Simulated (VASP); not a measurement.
# HfS2 (P-3m1) in VASP: notebook

HfS2 is run at these levels: PBE+D3(BJ); tasks: single point.

Everything below comes from runs of VASP 6.6.1. Logs are shortened: lines on timing, memory, paths and dates and some standing lists are left out, and cuts for length are marked.

**1. The cell of the first run**

It takes space group P-3m1 (No. 164, trigonal). The conventional cell has a = 3.518 Å, b = 3.518 Å, c = 5.410 Å, α = 90.00°, β = 90.00°, γ = 120.00°. Hf (site symmetry -3m) has 6 S at 2.51 Å within 3.3 Å. Within 3.3 Å of S (site symmetry 3m) lie 3 Hf at 2.51 Å and 3 S at 3.19 Å.

**2. Single point, PBE+D3(BJ)**

The input, INCAR:

```
SYSTEM = HfS2
PREC     = Accurate       ! precision mode
ENCUT    = 500            ! plane-wave cutoff, eV
EDIFF    = 1E-6           ! SCF threshold, eV
ISMEAR   = 0              ! smearing method
SIGMA    = 0.02           ! smearing width, eV
LREAL    = .FALSE.        ! projectors in reciprocal space
LASPH    = .TRUE.         ! aspherical terms in the spheres
NELM     = 120            ! most SCF steps
ALGO     = Normal         ! electronic algorithm
ISIF     = 2              ! what is computed and relaxed
LWAVE    = .FALSE.        ! write WAVECAR
LCHARG   = .FALSE.        ! write CHGCAR
GGA      = PE             ! functional
IVDW     = 12             ! dispersion correction
NBANDS   = 18             ! bands
GGA_COMPAT= .FALSE.
```

The input, KPOINTS:

```
Automatic mesh
0
G
  12 12 8
  0 0 0
```

The input, POSCAR:

```
HfS2
1.0
    3.5177303932      0.0000000000      0.0000000000
   -1.7588651966      3.0464438841      0.0000000000
    0.0000000000      0.0000000000      5.4095098435
Hf S
1 2
Direct
    0.0000000000      0.0000000000      0.0000000000
    0.3333333333      0.6666666667      0.2720587045
    0.6666666667      0.3333333333      0.7279412955
```

Potentials or basis: VASP PAW PBE potentials, release 64 (Hf_pv, S).

Launch:

```
cat potpaw_PBE.64/Hf_pv/POTCAR potpaw_PBE.64/S/POTCAR > POTCAR
mpirun -np 1 vasp_std > vasp.out
```

OUTCAR:

```text
SYSTEM = HfS2
   PREC = Accurate
   ENCUT = 500
   EDIFF = 1E-6
   ISMEAR = 0
   LREAL = .FALSE.
   LASPH = .TRUE.
   NELM = 120
   ISIF = 2
   GGA = PE
   IVDW = 12
 IVDW          = 12

 ion  position               nearest neighbor table
   1  0.000  0.000  0.000-   2 2.51   3 2.51   2 2.51   3 2.51   3 2.51   2 2.51
   2  0.333  0.667  0.272-   1 2.51   1 2.51   1 2.51
   3  0.667  0.333  0.728-   1 2.51   1 2.51   1 2.51

  LATTYP: Found a hexagonal cell.
 ALAT       =     3.5177303932
 C/A-ratio  =     1.5377840934

  Lattice vectors:

 A1 = (   3.5177303932,   0.0000000000,   0.0000000000)
 A2 = (  -1.7588651966,   3.0464438841,   0.0000000000)
 A3 = (   0.0000000000,   0.0000000000,   5.4095098435)

Analysis of symmetry for initial positions (statically):
=====================================================================
 Subroutine PRICEL returns:
 Original cell was already a primitive cell.

 Routine SETGRP: Setting up the symmetry group for a
 hexagonal supercell.

 Subroutine GETGRP returns: Found 12 space group operations
 (whereof 12 operations were pure point group operations)
 out of a pool of 24 trial point group operations.

The static configuration has the point symmetry D_3d.

Analysis of symmetry for dynamics (positions and initial velocities):
=====================================================================
 Subroutine PRICEL returns:
 Original cell was already a primitive cell.

 Routine SETGRP: Setting up the symmetry group for a
 hexagonal supercell.

 Subroutine GETGRP returns: Found 12 space group operations
 (whereof 12 operations were pure point group operations)
 out of a pool of 24 trial point group operations.

The dynamic configuration has the point symmetry D_3d.

 Subroutine INISYM returns: Found 12 space group operations
 (whereof 12 operations are pure point group operations),
 and found     1 'primitive' translations

----------------------------------------------------------------------------------------

                                     Primitive cell

  volume of cell :      57.9714

  direct lattice vectors                    reciprocal lattice vectors
     3.517730393  0.000000000  0.000000000     0.284274202  0.164125787  0.000000000
    -1.758865197  3.046443884  0.000000000     0.000000000  0.328251574  0.000000000
     0.000000000  0.000000000  5.409509844     0.000000000  0.000000000  0.184859632

  length of vectors
     3.517730393  3.517730393  5.409509844     0.328251574  0.328251574  0.184859632

  position of ions in fractional coordinates (direct lattice)
     0.000000000  0.000000000  0.000000000
     0.333333333  0.666666667  0.272058704
     0.666666667  0.333333333  0.727941296

  ion indices of the primitive-cell ions
   primitive index   ion index
                 1           1
                 2           2
                 3           3

----------------------------------------------------------------------------------------

 KPOINTS: Automatic mesh

Automatic generation of k-mesh.
 Grid dimensions read from file:
 generate k-points for:   12   12    8

 Generating k-lattice:

  Cartesian coordinates                     Fractional coordinates (reciprocal lattice)
     0.023689517  0.013677149  0.000000000     0.083333333 -0.000000000  0.000000000
     0.000000000  0.027354298  0.000000000     0.000000000  0.083333333  0.000000000
     0.000000000  0.000000000  0.023107454     0.000000000  0.000000000  0.125000000

  Length of vectors
     0.027354298  0.027354298  0.023107454

  Shift w.r.t. Gamma in fractional coordinates (k-lattice)
     0.000000000  0.000000000  0.000000000

 Subroutine IBZKPT returns following result:
 ===========================================

 Found    131 irreducible k-points:

 Following reciprocal coordinates:
            Coordinates               Weight
  0.000000  0.000000  0.000000      1.000000
  0.083333  0.000000  0.000000      6.000000
  0.166667  0.000000  0.000000      6.000000
  0.250000  0.000000  0.000000      6.000000
  0.333333  0.000000  0.000000      6.000000
  0.416667  0.000000  0.000000      6.000000
[... 16 lines left out ...]
  0.166667  0.000000  0.125000      6.000000
  0.000000  0.166667  0.125000      6.000000
 [... further k-points ...]
   k-points           NKPTS =    131   k-points in BZ     NKDIM =    131   number of bands    NBANDS=     18
   number of dos      NEDOS =    301   number of ions     NIONS =      3
   total plane-waves  NPLWV =  31360
   dimension x,y,z NGX =    28 NGY =   28 NGZ =   40
   dimension x,y,z NGXF=    56 NGYF=   56 NGZF=   80
   ions per type =               1   2
   NGX,Y,Z   is equivalent  to a cutoff of  13.23, 13.23, 12.29 a.u.
   NGXF,Y,Z  is equivalent  to a cutoff of  26.47, 26.47, 24.59 a.u.
 SYSTEM =  HfS2
   PREC   = accura    normal or accurate (medium, high low for compatibility)
   ISTART =      0    job   : 0-new  1-cont  2-samecut
   ICHARG =      2    charge: 1-file 2-atom 10-const
   ISPIN  =      1    spin polarized calculation?
   LNONCOLLINEAR =      F non collinear calculations
   LSORBIT =      F    spin-orbit coupling
   LASPH  =      T    aspherical Exc in radial PAW
   ENCUT  =  500.0 eV  36.75 Ry    6.06 a.u.   6.41  6.41  9.86*2*pi/ulx,y,z
   NELM   =    120;   NELMIN=  2; NELMDL= -5     # of ELM steps
   EDIFF  = 0.1E-05   stopping-criterion for ELM
   LREAL  =      F    real-space projection
   EDIFFG = 0.1E-04   stopping-criterion for IOM
   NSW    =      0    number of steps for IOM
   IBRION =     -1    ionic relax: 0-MD 1-quasi-New 2-CG
   NFREE  =      0    steps in history (QN), initial steepest desc. (CG)
   ISIF   =      2    stress and relaxation
   ISYM   =      2    0-nonsym 1-usesym 2-fastsym
   POTIM  = 0.5000    time-step for ionic-motion
   TEBEG  =    0.0;   TEEND  =   0.0 temperature during run
   PSTRESS=    0.0 pullay stress
   NELECT =      22.0000    total number of electrons
   NUPDOWN=      -1.0000    fix difference up-down
   EMIN   =  10.00;   EMAX   =-10.00  energy-range for DOS
   EFERMI =   0.00;   METHOD = LEGACY
   ISMEAR =     0;   SIGMA  =   0.02  broadening in eV -4-tet -1-fermi 0-gaus
   EFERMI_NEDOS =   21; number of points for ismear=-14 and -15
   IALGO  =     38    algorithm
   IMIX   =      4    mixing-type and parameters
     AMIX     =   0.40;   BMIX     =  1.00
     AMIX_MAG =   1.60;   BMIX_MAG =  1.00
  volume/ion in A,a.u.               =      19.32       130.40
  Fermi-wavevector in a.u.,A,eV,Ry     =   1.185253  2.239804 19.113810  1.404825
  Thomas-Fermi vector in A             =   2.321451
   LORBIT       =      0    0 simple, 1 ext, 2 COOP (PROOUT), +10 PAW based schemes
   GGA     = PE    functional components
   LHFCALC =     F    Hartree Fock is set to
   AEXX    =    0.0000 exact exchange contribution
   IVDW    =    12    specifies the selected vdW correction
   LEPSILON=     F    determine dielectric tensor
   LRPA    =     F    only Hartree local field effects (RPA)
 non-spin polarized calculation
 Gauss-broadening in eV      SIGMA  =   0.02
  energy-cutoff  :      500.00
  volume of cell :       57.97
 maximum number of plane-waves:      1491
 NGX is ok and might be reduce to    28
   NGX = 13   NGY = 13   NGZ = 19

 number of electron      21.9999999 magnetization

 Free energy of the ion-electron system (eV)
  ---------------------------------------------------
  ext. energy  EPLUGINS =         0.00000000
  ---------------------------------------------------
  free energy    TOTEN  =       -22.62580283 eV

  energy without entropy =      -22.62580283  energy(sigma->0) =      -22.62580283

 E-fermi :   5.3896     XC(G=0): -10.4705

 val. band max:        5.2941482823   @ k =   0.0000   0.0000   0.0000
 cond. band min:       5.5598651085   @ k =   0.5000   0.0000   0.5000
 fundamental gap:      0.2657168262
 Fermi energy:         5.3895502924

 k-point     1 :       0.0000    0.0000    0.0000
  band No.  band energies     occupation
      1     -25.7876      2.00000
      2     -25.6454      2.00000
      3     -25.6454      2.00000
      4      -8.9240      2.00000
      5      -6.6081      2.00000
      6      -0.8203      2.00000
[... 10 lines left out ...]
     17      10.2997      0.00000
     18      10.9103      0.00000

 k-point     2 :       0.0833    0.0000    0.0000
  band No.  band energies     occupation
      1     -25.7839      2.00000
      2     -25.6641      2.00000
      3     -25.6495      2.00000
      4      -8.8315      2.00000
      5      -6.6294      2.00000
      6      -0.7009      2.00000
[... 10 lines left out ...]
     17      10.9897      0.00000
     18      11.3379      0.00000

 k-point     3 :       0.1667    0.0000    0.0000
  band No.  band energies     occupation
      1     -25.7737      2.00000
      2     -25.7149      2.00000
      3     -25.6609      2.00000
      4      -8.5684      2.00000
      5      -6.6878      2.00000
      6      -0.3591      2.00000
[... 10 lines left out ...]
     17      11.9443      0.00000
     18      12.5070      0.00000

 k-point     4 :       0.2500    0.0000    0.0000
  band No.  band energies     occupation
      1     -25.7842      2.00000
      2     -25.7588      2.00000
      3     -25.6763      2.00000
      4      -8.1783      2.00000
      5      -6.7685      2.00000
      6       0.1455      2.00000
[... 375 lines left out ...]
      4      -8.7740      2.00000
      5      -6.7443      2.00000
      6      -0.5218      2.00000
[... 10 lines left out ...]
     17      11.0009      0.00000
     18      11.7173      0.00000

 k-point    23 :       0.1667    0.0000    0.1250
  band No.  band energies     occupation
      1     -25.7739      2.00000
      2     -25.7149      2.00000
      3     -25.6609      2.00000
      4      -8.5067      2.00000
      5      -6.7996      2.00000
      6      -0.1841      2.00000
[... 10 lines left out ...]
     17      12.2803      0.00000
     18      12.4544      0.00000

 k-point    24 :       0.0000    0.1667    0.1250
  band No.  band energies     occupation
      1     -25.7739      2.00000
      2     -25.7149      2.00000
      3     -25.6609      2.00000
      4      -8.5218      2.00000
      5      -6.7663      2.00000
      6      -0.2759      2.00000
[... 10 lines left out ...]
     17      11.8033      0.00000
     18      12.6935      0.00000

 [... further k-points ...]

------------------------ aborting loop because EDIFF is reached ----------------------------------------

 Edisp (eV)   -1.15887

 E8    (eV) :    -0.5019

  FORCE on cell =-STRESS in cart. coord.  units (eV):
  Direction    XX          YY          ZZ          XY          YZ          ZX
  --------------------------------------------------------------------------------------
  -------------------------------------------------------------------------------------
  Total       1.95072     1.95072     1.96983    -0.00000     0.00000    -0.00000
  in kB      53.91292    53.91292    54.44090    -0.00000     0.00000    -0.00000
  external pressure =       54.09 kB  Pullay stress =        0.00 kB

 VOLUME and BASIS-vectors are now :
 -----------------------------------------------------------------------------
  energy-cutoff  :      500.00
  volume of cell :       57.97
      direct lattice vectors                 reciprocal lattice vectors
     3.517730393  0.000000000  0.000000000     0.284274202  0.164125787  0.000000000
    -1.758865197  3.046443884  0.000000000     0.000000000  0.328251574  0.000000000
     0.000000000  0.000000000  5.409509844     0.000000000  0.000000000  0.184859632

 POSITION                                       TOTAL-FORCE (eV/Angst)
 -----------------------------------------------------------------------------------
      0.00000      0.00000      0.00000         0.000000      0.000000      0.000000
     -0.00000      2.03096      1.47170         0.000000      0.000000     -0.066863
      1.75887      1.01548      3.93781        -0.000000      0.000000      0.066863
 -----------------------------------------------------------------------------------
    total drift:                                0.000000     -0.000000     -0.000000

  FREE ENERGIE OF THE ION-ELECTRON SYSTEM (eV)
  ---------------------------------------------------
  free  energy   TOTEN  =       -23.7846746974 eV

  energy  without entropy=      -23.7846746974  energy(sigma->0) =      -23.78467470
```

Run time: 1.9 min. Hardware: 1 thread of Intel Xeon Platinum 8375C at 2.90GHz (Ice Lake), shared host; peak memory 0.28 GiB.

Results:

```yaml
Free_energy: -23.7847 eV
Pressure: 5.4 GPa
Largest_force: 0.067 eV/Å
Band_gap_on_the_k_mesh: 0.27 eV (least direct gap 1.38 eV)
Dispersion_energy_per_atom: -0.386 eV
```

Forces in eV/Å, atoms in the order of the input:
```
Hf   0.000  0.000  0.000
S    0.000  0.000 -0.067
S    0.000  0.000  0.067
```

Levels at points of the mesh, in eV from the valence-band top:
```csv
k point,band 8,band 9,band 10,band 11,band 12,band 13,band 14,band 15
"(0.00, 0.00, 0.00)",-3.34,-0.46,-0.46,0.00,1.54,1.54,1.93,4.55
"(0.50, 0.00, 0.00)",-3.42,-2.98,-2.94,-2.09,0.40,3.92,4.11,5.86
"(0.00, 0.00, 0.50)",-3.21,-2.98,-0.86,-0.86,1.42,1.42,2.32,5.61
"(0.50, 0.00, 0.50)",-3.43,-3.10,-1.36,-1.12,0.27,3.89,4.15,4.91
```

Caveat: the cell stands under pressure; semilocal functionals underestimate gaps, and a narrow one can read as zero; spin-orbit coupling is left out, which moves the levels of the heavy elements. A k mesh can miss the band edges.

**3. Single point, PBE+D3(BJ)**

This run uses another cell than the first one, of 20.23 Å³/atom.

The input, INCAR:

```
SYSTEM = HfS2
PREC = Accurate ; ENCUT = 500
EDIFF = 1E-6 ; ISMEAR = 0
SIGMA = 0.02 ; LREAL = .False.
LASPH = .True. ; NELM = 120
ALGO = Normal ; ISIF = 2
LWAVE = .False. ; LCHARG = .False.
GGA = PE ; IVDW = 12
NBANDS = 18 ; GGA_COMPAT = .False.
```

The input, KPOINTS:

```
Automatic mesh
0
Gamma
  12 12 8
  0 0 0
```

The input, POSCAR:

```
HfS2
1.0
    3.5584395465      0.0000000000      0.0000000000
   -1.7792197733      3.0816990451      0.0000000000
    0.0000000000      0.0000000000      5.5336236509
Hf S
1 2
Direct
    0.0000000000      0.0000000000      0.0000000000
    0.3333333333      0.6666666667      0.2646920793
    0.6666666667      0.3333333333      0.7353079207
```

Potentials or basis: VASP PAW PBE potentials, release 64 (Hf_pv, S).

Launch:

```
cat potpaw_PBE.64/Hf_pv/POTCAR potpaw_PBE.64/S/POTCAR > POTCAR
mpirun -np 1 vasp_std > vasp.out
```

Run time: 2 min. Hardware: 1 thread of Intel Xeon Platinum 8375C at 2.90GHz (Ice Lake), shared host; peak memory 0.28 GiB.

Results (log left out):

* Free energy: -23.8559 eV
* Pressure: 2.4 GPa
* Largest force: 0.066 eV/Å
* Band gap on the k mesh: 0.52 eV (least direct gap 1.57 eV)
* Dispersion energy per atom: -0.368 eV

Forces in eV/Å, atoms in the order of the input:
```
Hf   0.000  0.000  0.000
S    0.000  0.000 -0.066
S    0.000  0.000  0.066
```

Stress tensor (GPa, compression positive):
```
2.37 0.00 0.00
0.00 2.37 0.00
0.00 0.00 2.46
```

Levels at points of the mesh, in eV from the valence-band top:
```
           k point  band 7  band 8  band 9  band 10  band 11  band 12  band 13  band 14  band 15  band 16
(0.00, 0.00, 0.00)   -3.16   -3.16   -0.36    -0.36     0.00     1.66     1.66     2.13     4.81     4.81
(0.50, 0.00, 0.00)   -3.23   -3.14   -2.82    -2.70    -1.84     0.65     3.92     4.05     5.95     6.38
(0.00, 0.00, 0.50)   -3.06   -3.06   -2.63    -0.66    -0.66     1.57     1.57     2.47     5.64     5.64
(0.50, 0.00, 0.50)   -4.30   -3.16   -2.86    -1.28    -1.06     0.52     3.89     4.10     5.16     5.36
```

Caveat: semilocal functionals underestimate gaps, and a narrow one can read as zero; spin-orbit coupling is left out, which moves the levels of the heavy elements. A k mesh can miss the band edges.
